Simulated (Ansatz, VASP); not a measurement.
## One calculation of Al, two programs

```xyz
4
Lattice="-1.6064 1.6064 -1.6064 -1.6064 -1.6064 1.6064 0.0000 7.4864 7.4864" Properties=species:S:1:pos:R:3 pbc="T T T"
Al    0.0000    5.6225    5.6225
Al   -1.6064    0.8032    0.8032
Al    0.0000    2.4097    2.4097
Al   -1.6064    4.0161    4.0161
```

Alike in both runs: task single point; functional PBEsol; k mesh 22 × 22 × 7; occupations gaussian, width 0.15 eV; no spin polarisation.

|  | VASP | Ansatz |
| --- | --- | --- |
| version | VASP 6.6.1 | Ansatz 0.2.0 |
| potentials or method | VASP PAW PBE potentials, release 64 (Al), cutoff 520 eV | scalar-relativistic, plane waves, PAW |
| valence electrons in the cell | 12 | 12 |

Ansatz gave:

| Item | Value |
| --- | --- |
| gap on the k mesh at the Fermi level (eV) | none |
| pressure (GPa) | -2.2 |
| traceless stress, the component that is largest in VASP (GPa) | -0.55 |
| rms of the force components (eV/Å) | 0.139 |

Which values does VASP return?

gap on the k mesh at the Fermi level (eV): none; pressure (GPa): -2.2; traceless stress, the component that is largest in VASP (GPa): -0.55; rms of the force components (eV/Å): 0.141.

VASP's potentials were made for PBE, not for PBEsol. Atom by atom the forces differ by 0.002 eV/Å (rms over components). A gap of «none» marks a metal or a gap that the smearing closes. The functional is the same, so the differences come from potentials, cutoffs and numerics.
